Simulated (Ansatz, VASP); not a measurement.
AlO5 in VASP and in Ansatz

```
Al O
1.0
     4.40940    0.00000    0.00000
    -2.20470    3.81865    0.00000
     0.00000    0.00000    3.58769
Al O
1 5
Direct
  0.00000 0.00000 0.00000
  0.33333 0.66667 0.00000
  0.66667 0.33333 0.00000
  0.50000 0.00000 0.50000
  0.50000 0.50000 0.50000
  0.00000 0.50000 0.50000
```

Change from the starting cell: species swapped into the LaPt5 type (P6/mmm, No. 191).

Alike in both runs: task single point; functional PBE; k mesh 6 × 6 × 6; occupations gaussian, width 0.1 eV; collinear spin.

```csv
,VASP,Ansatz
version,VASP 6.6.1,Ansatz 0.2.0
potentials or method,"VASP PAW PBE potentials, release 64 (Al, O), cutoff 520 eV","scalar-relativistic, plane waves, PAW"
valence electrons in the cell,33,33
```

|  | VASP | Ansatz | Ansatz less VASP |
| --- | --- | --- | --- |
| gap on the k mesh at the Fermi level (eV) | none | none | - |
| pressure (GPa) | -12.2 | -11.9 | +0.30 |
| traceless stress, the component that is largest in VASP (GPa) | 10.47 | 10.49 | +0.027 |
| net moment per atom (μB) | 0.06 | 0.06 | -0.001 |
| size of the moment on the site where the two differ most (μB) | 0.13 | 0.14 | +0.010 |

Site moments also hang on the region over which each program counts them. A gap of «none» marks a metal or a gap that the smearing closes. Ansatz's warnings: seeded moment not kept.
